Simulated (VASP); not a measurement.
# HfO2 (Fm-3m) in VASP: further runs

Runs on HfO2. Level: LDA. Tasks: electric field gradients, density of states.

All numbers are computed with VASP 6.6.1; they aren't measurements. Logs are shortened: lines on timing, memory, paths and dates and some standing lists are left out, and cuts for length are marked.

## Step 1: The cell of the first run

Symmetry: Fm-3m, No. 225, cubic system. Conventional cell: a = 5.215 Å, b = 5.215 Å, c = 5.215 Å, α = 90.00°, β = 90.00°, γ = 90.00°. Within 3.0 Å of Hf (site symmetry m-3m) lie 8 O at 2.26 Å. O (site symmetry -43m) has 4 Hf at 2.26 Å and 6 O at 2.61 Å within 3.0 Å.

## Step 2: Electric field gradients, LDA (volume scaled by 1.06)

INCAR

```
SYSTEM = HfO2
PREC = Accurate
ENCUT = 520
EDIFF = 1E-8
ISMEAR = -1
SIGMA = 0.01
LREAL = .False.
LASPH = .True.
NELM = 80
ALGO = Normal
ISIF = 2
LWAVE = .False.
LCHARG = .False.
LEFG = .True.
NBANDS = 18
```

KPOINTS

```
Automatic mesh
0
Gamma
  9 9 9
  0 0 0
```

POSCAR

```
HfO2
1.0
    0.0000000000      2.6076597933      2.6076597933
    2.6076597933      0.0000000000      2.6076597933
    2.6076597933      2.6076597933      0.0000000000
Hf O
1 2
Direct
    0.0000000000      0.0000000000      0.0000000000
    0.2500000000      0.2500000000      0.2500000000
    0.7500000000      0.7500000000      0.7500000000
```

Potentials or basis: VASP PAW LDA potentials, release 64 (Hf_pv, O).

Started as:

```sh
$ cat potpaw_LDA.64/Hf_pv/POTCAR potpaw_LDA.64/O/POTCAR > POTCAR
$ mpirun -np 1 vasp_std > vasp.out
```

OUTCAR:

```text
SYSTEM = HfO2
   PREC = Accurate
   ENCUT = 520
   EDIFF = 1E-8
   ISMEAR = -1
   LREAL = .False.
   LASPH = .True.
   NELM = 80
   ISIF = 2

 ion  position               nearest neighbor table
   1  0.000  0.000  0.000-   3 2.26   3 2.26   3 2.26   2 2.26   3 2.26   2 2.26   2 2.26   2 2.26

   2  0.250  0.250  0.250-   1 2.26   1 2.26   1 2.26   1 2.26
   3  0.750  0.750  0.750-   1 2.26   1 2.26   1 2.26   1 2.26

  LATTYP: Found a face centered cubic cell.
 ALAT       =     5.2153195866

  Lattice vectors:

 A1 = (   0.0000000000,   2.6076597933,   2.6076597933)
 A2 = (   2.6076597933,   0.0000000000,   2.6076597933)
 A3 = (   2.6076597933,   2.6076597933,   0.0000000000)

Analysis of symmetry for initial positions (statically):
=====================================================================
 Subroutine PRICEL returns:
 Original cell was already a primitive cell.

 Routine SETGRP: Setting up the symmetry group for a
 face centered cubic supercell.

 Subroutine GETGRP returns: Found 48 space group operations
 (whereof 48 operations were pure point group operations)
 out of a pool of 48 trial point group operations.

The static configuration has the point symmetry O_h .

Analysis of symmetry for dynamics (positions and initial velocities):
=====================================================================
 Subroutine PRICEL returns:
 Original cell was already a primitive cell.

 Routine SETGRP: Setting up the symmetry group for a
 face centered cubic supercell.

 Subroutine GETGRP returns: Found 48 space group operations
 (whereof 48 operations were pure point group operations)
 out of a pool of 48 trial point group operations.

The dynamic configuration has the point symmetry O_h .

 Subroutine INISYM returns: Found 48 space group operations
 (whereof 48 operations are pure point group operations),
 and found     1 'primitive' translations

----------------------------------------------------------------------------------------

                                     Primitive cell

  volume of cell :      35.4636

  direct lattice vectors                    reciprocal lattice vectors
     0.000000000  2.607659793  2.607659793    -0.191742804  0.191742804  0.191742804
     2.607659793  0.000000000  2.607659793     0.191742804 -0.191742804  0.191742804
     2.607659793  2.607659793  0.000000000     0.191742804  0.191742804 -0.191742804

  length of vectors
     3.687787846  3.687787846  3.687787846     0.332108278  0.332108278  0.332108278

  position of ions in fractional coordinates (direct lattice)
     0.000000000  0.000000000  0.000000000
     0.250000000  0.250000000  0.250000000
     0.750000000  0.750000000  0.750000000

  ion indices of the primitive-cell ions
   primitive index   ion index
                 1           1
                 2           2
                 3           3

----------------------------------------------------------------------------------------

 KPOINTS: Automatic mesh

Automatic generation of k-mesh.
 Grid dimensions read from file:
 generate k-points for:    9    9    9

 Generating k-lattice:

  Cartesian coordinates                     Fractional coordinates (reciprocal lattice)
    -0.021304756  0.021304756  0.021304756     0.111111111  0.000000000  0.000000000
     0.021304756 -0.021304756  0.021304756     0.000000000  0.111111111  0.000000000
     0.021304756  0.021304756 -0.021304756     0.000000000  0.000000000  0.111111111

  Length of vectors
     0.036900920  0.036900920  0.036900920

  Shift w.r.t. Gamma in fractional coordinates (k-lattice)
     0.000000000  0.000000000  0.000000000

 Subroutine IBZKPT returns following result:
 ===========================================

 Found     35 irreducible k-points:

 Following reciprocal coordinates:
            Coordinates               Weight
  0.000000  0.000000  0.000000      1.000000
  0.111111  0.000000  0.000000      8.000000
  0.222222  0.000000  0.000000      8.000000
  0.333333  0.000000  0.000000      8.000000
  0.444444  0.000000  0.000000      8.000000
  0.111111  0.111111  0.000000      6.000000
[... 16 lines left out ...]
 -0.333333  0.333333  0.000000     12.000000
  0.444444  0.444444  0.000000      6.000000
 [... further k-points ...]
   k-points           NKPTS =     35   k-points in BZ     NKDIM =     35   number of bands    NBANDS=     18
   number of dos      NEDOS =    301   number of ions     NIONS =      3
   total plane-waves  NPLWV =  21952
   dimension x,y,z NGX =    28 NGY =   28 NGZ =   28
   dimension x,y,z NGXF=    56 NGYF=   56 NGZF=   56
   ions per type =               1   2
   NGX,Y,Z   is equivalent  to a cutoff of  12.62, 12.62, 12.62 a.u.
   NGXF,Y,Z  is equivalent  to a cutoff of  25.24, 25.24, 25.24 a.u.
 SYSTEM =  HfO2
   PREC   = accura    normal or accurate (medium, high low for compatibility)
   ISTART =      0    job   : 0-new  1-cont  2-samecut
   ICHARG =      2    charge: 1-file 2-atom 10-const
   ISPIN  =      1    spin polarized calculation?
   LNONCOLLINEAR =      F non collinear calculations
   LSORBIT =      F    spin-orbit coupling
   LASPH  =      T    aspherical Exc in radial PAW
   ENCUT  =  520.0 eV  38.22 Ry    6.18 a.u.   6.86  6.86  6.86*2*pi/ulx,y,z
   NELM   =     80;   NELMIN=  2; NELMDL= -5     # of ELM steps
   EDIFF  = 0.1E-07   stopping-criterion for ELM
   LREAL  =      F    real-space projection
   EDIFFG = 0.1E-06   stopping-criterion for IOM
   NSW    =      0    number of steps for IOM
   IBRION =     -1    ionic relax: 0-MD 1-quasi-New 2-CG
   NFREE  =      0    steps in history (QN), initial steepest desc. (CG)
   ISIF   =      2    stress and relaxation
   ISYM   =      2    0-nonsym 1-usesym 2-fastsym
   POTIM  = 0.5000    time-step for ionic-motion
   TEBEG  =    0.0;   TEEND  =   0.0 temperature during run
   PSTRESS=    0.0 pullay stress
   NELECT =      22.0000    total number of electrons
   NUPDOWN=      -1.0000    fix difference up-down
   EMIN   =  10.00;   EMAX   =-10.00  energy-range for DOS
   EFERMI =   0.00;   METHOD = LEGACY
   ISMEAR =    -1;   SIGMA  =   0.01  broadening in eV -4-tet -1-fermi 0-gaus
   EFERMI_NEDOS =   21; number of points for ismear=-14 and -15
   IALGO  =     38    algorithm
   IMIX   =      4    mixing-type and parameters
     AMIX     =   0.40;   BMIX     =  1.00
     AMIX_MAG =   1.60;   BMIX_MAG =  1.00
  volume/ion in A,a.u.               =      11.82        79.77
  Fermi-wavevector in a.u.,A,eV,Ry     =   1.396223  2.638479 26.523724  1.949439
  Thomas-Fermi vector in A             =   2.519598
   LORBIT       =      0    0 simple, 1 ext, 2 COOP (PROOUT), +10 PAW based schemes
   GGA     = CA    functional components
   LHFCALC =     F    Hartree Fock is set to
   AEXX    =    0.0000 exact exchange contribution
   IVDW    =     0    specifies the selected vdW correction
   LEPSILON=     F    determine dielectric tensor
   LRPA    =     F    only Hartree local field effects (RPA)
 non-spin polarized calculation
  energy-cutoff  :      520.00
  volume of cell :       35.46
 maximum number of plane-waves:       966
   NGX = 13   NGY = 13   NGZ = 13

 number of electron      22.0000001 magnetization

 Free energy of the ion-electron system (eV)
  ---------------------------------------------------
  ext. energy  EPLUGINS =         0.00000000
  ---------------------------------------------------
  free energy    TOTEN  =       -32.60287308 eV

  energy without entropy =      -32.60287308  energy(sigma->0) =      -32.60287308

 E-fermi :   3.5184     XC(G=0): -11.8760

 val. band max:        3.2885615361   @ k =  -0.4444   0.4444   0.0000
 cond. band min:       6.7565605377   @ k =   0.4444   0.4444   0.0000
 fundamental gap:      3.4679990016
 Fermi energy:         3.5183709090

 k-point     1 :       0.0000    0.0000    0.0000
  band No.  band energies     occupation
      1     -26.5418      2.00000
      2     -26.5418      2.00000
      3     -26.5418      2.00000
      4     -14.6215      2.00000
      5     -11.8792      2.00000
      6      -1.5711      2.00000
[... 10 lines left out ...]
     17      12.6747      0.00000
     18      15.4369      0.00000
[... 463 lines left out ...]
 k-point    24 :       0.4444    0.4444    0.0000
  band No.  band energies     occupation
      1     -26.8470      2.00000
      2     -26.6270      2.00000
      3     -26.6270      2.00000
      4     -12.9699      2.00000
      5     -12.8616      2.00000
      6      -2.5826      2.00000
[... 10 lines left out ...]
     17      14.3069      0.00000
     18      15.4233      0.00000

 [... further k-points ...]

------------------------ aborting loop because EDIFF is reached ----------------------------------------

  FORCE on cell =-STRESS in cart. coord.  units (eV):
  Direction    XX          YY          ZZ          XY          YZ          ZX
  --------------------------------------------------------------------------------------
  -------------------------------------------------------------------------------------
  Total       -6.5555413     -6.5555413     -6.5555413      0.0000000      0.0000000     -0.0000000
  in kB     -296.1667875   -296.1667875   -296.1667875      0.0000000      0.0000000     -0.0000000
  external PRESSURE =    -296.1667875 kB  Pullay stress =       0.0000000 kB

 VOLUME and BASIS-vectors are now :
 -----------------------------------------------------------------------------
  energy-cutoff  :      520.00
  volume of cell :       35.46
      direct lattice vectors                 reciprocal lattice vectors
     0.000000000  2.607659793  2.607659793    -0.191742804  0.191742804  0.191742804
     2.607659793  0.000000000  2.607659793     0.191742804 -0.191742804  0.191742804
     2.607659793  2.607659793  0.000000000     0.191742804  0.191742804 -0.191742804

 POSITION                                       TOTAL-FORCE (eV/Angst)
 -----------------------------------------------------------------------------------
      0.00000      0.00000      0.00000         0.000000     -0.000000     -0.000000
      1.30383      1.30383      1.30383        -0.000000     -0.000000     -0.000000
      3.91149      3.91149      3.91149         0.000000      0.000000      0.000000
 -----------------------------------------------------------------------------------
    total drift:                                0.000000      0.000000      0.000000

  FREE ENERGIE OF THE ION-ELECTRON SYSTEM (eV)
  ---------------------------------------------------
  free  energy   TOTEN  =       -32.6028730820 eV

  energy  without entropy=      -32.6028730820  energy(sigma->0) =      -32.60287308

 Electric field gradients (V/A^2)
---------------------------------------------------------------------
 ion       V_xx      V_yy      V_zz      V_xy      V_xz      V_yz
---------------------------------------------------------------------
   1       0.000    -0.000    -0.000    -0.000    -0.000    -0.000
   2      -0.000    -0.000    -0.000     0.001     0.001     0.001
   3      -0.000    -0.000    -0.000     0.001     0.001     0.001
---------------------------------------------------------------------

 Electric field gradients after diagonalization (V/A^2)
 (convention: |V_zz| > |V_xx| > |V_yy|)
----------------------------------------------------------------------
 ion       V_xx      V_yy      V_zz     asymmetry (V_yy - V_xx)/ V_zz
----------------------------------------------------------------------
   1       0.000     0.000    -0.001       0.000
   2      -0.001    -0.001     0.001       0.000
   3      -0.001    -0.001     0.001       0.000
----------------------------------------------------------------------

           NMR quadrupolar parameters

 Cq : quadrupolar parameter    Cq=e*Q*V_zz/h
 eta: asymmetry parameters     (V_yy - V_xx)/ V_zz
 Q  : nuclear electric quadrupole moment in mb (millibarn)
----------------------------------------------------------------------
 ion       Cq(MHz)       eta       Q (mb)
----------------------------------------------------------------------
   1      -0.000       0.000       1.000
   2       0.000       0.000       1.000
   3       0.000       0.000       1.000
----------------------------------------------------------------------
```

Wall time 18 s (1 thread of Intel Xeon 6975P-C, shared host); peak memory 0.15 GiB.

What came out:

- Free energy: -32.6029 eV
- Pressure: -29.6 GPa
- Band gap on the k mesh: 3.47 eV, indirect (least direct gap 3.58 eV)

Levels at points of the mesh, in eV from the valence-band top:
```csv
k point,band 9,band 10,band 11,band 12,band 13,band 14
"(0.00, 0.00, 0.00)",-0.53,-0.53,-0.53,3.52,3.52,5.06
```

Caveat: without QUAD_EFG the Cq values of the log hold for a quadrupole moment of 1 mb, not for the nuclei; spin-orbit coupling is left out, which moves the levels of the heavy elements.

(Part 1 of 3 ends here.)
